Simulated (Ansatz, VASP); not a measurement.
## HfO2: VASP beside Ansatz

File INCAR:

```
SYSTEM = HfO2
PREC = Accurate
ENCUT = 600
EDIFF = 1E-6
ISMEAR = 0
SIGMA = 0.05
LREAL = .False.
LASPH = .True.
NELM = 120
ALGO = Normal
ISIF = 2
LWAVE = .False.
LCHARG = .False.
GGA = PE
NBANDS = 56
GGA_COMPAT = .False.
```

The input KPOINTS:

```
regular mesh
0
Gamma
  6 6 3
  0 0 0
```

Contents of POSCAR:

```
HfO2
1.0
   -2.5575000000     -2.5575000000      0.0000000000
    2.5575000000     -2.5575000000      0.0000000000
   -0.5115000000     -0.5115000000     10.2300000000
Hf O
4 8
Direct
   -0.1875000000      0.0000000000      0.9375000000
    0.4625000000      0.5000000000      0.1875000000
   -0.0875000000      0.0000000000      0.4375000000
    0.3625000000      0.5000000000      0.6875000000
    0.4875000000      0.0000000000      0.0625000000
   -0.0625000000      0.5000000000      0.3125000000
    0.3875000000      0.0000000000      0.5625000000
   -0.1625000000      0.5000000000      0.8125000000
    0.4375000000      0.0000000000      0.3125000000
   -0.1125000000      0.5000000000      0.5625000000
    0.3375000000      0.0000000000      0.8125000000
   -0.0125000000      0.5000000000      0.0625000000
```

Input for Ansatz:

```yaml
crystal:
  lattice:
    - [-2.5575, -2.5575, 0.0]
    - [2.5575, -2.5575, 0.0]
    - [-0.5115, -0.5115, 10.23]
  atoms:
    - { symbol: Hf, position: [-0.1875, 0.0, 0.9375] }
    - { symbol: Hf, position: [0.4625, 0.5, 0.1875] }
    - { symbol: Hf, position: [-0.0875, 0.0, 0.4375] }
    - { symbol: Hf, position: [0.3625, 0.5, 0.6875] }
    - { symbol: O, position: [0.4875, 0.0, 0.0625] }
    - { symbol: O, position: [-0.0625, 0.5, 0.3125] }
    - { symbol: O, position: [0.3875, 0.0, 0.5625] }
    - { symbol: O, position: [-0.1625, 0.5, 0.8125] }
    - { symbol: O, position: [0.4375, 0.0, 0.3125] }
    - { symbol: O, position: [-0.1125, 0.5, 0.5625] }
    - { symbol: O, position: [0.3375, 0.0, 0.8125] }
    - { symbol: O, position: [-0.0125, 0.5, 0.0625] }
basis:
  ecutwfc: 420
kpoints:
  mp_grid: { grid: [6, 6, 3] }
hamiltonian:
  xc: pbe
scf:
  occupations: { method: gaussian, width: 0.05 }
output:
  forces: true
  stress: true
  eigenvalues: true
  write_density: true
  write_potential: true
  elf: true
  volumetric_format: npy
```

Alike in both runs: task single point; functional PBE; k mesh 6 × 6 × 3; occupations gaussian, width 0.05 eV; no spin polarisation.

```csv
,VASP,Ansatz
version,VASP 6.6.1,Ansatz 0.2.0
potentials or method,"VASP PAW PBE potentials, release 64 (Hf_pv, O), cutoff 600 eV","scalar-relativistic, plane waves, PAW"
valence electrons in the cell,88,152
```

```tsv
	VASP	Ansatz	Ansatz less VASP
gap on the k mesh at the Fermi level (eV)	3.40	3.40	0.000
least direct gap on the mesh (eV)	3.56	3.57	+0.003
pressure (GPa)	3.3	6.8	+3.48
traceless stress, the component that is largest in VASP (GPa)	10.40	10.33	-0.066
rms of the force components (eV/Å)	2.992	2.956	-0.0358
```

Atom by atom the forces differ by 0.040 eV/Å (rms over components). The functional is the same, so the differences come from potentials, cutoffs and numerics. VASP's potentials hold 88 valence electrons a cell and Ansatz's 152, so a difference there can come from the potentials and not from the codes.

Spin-orbit coupling is off throughout.
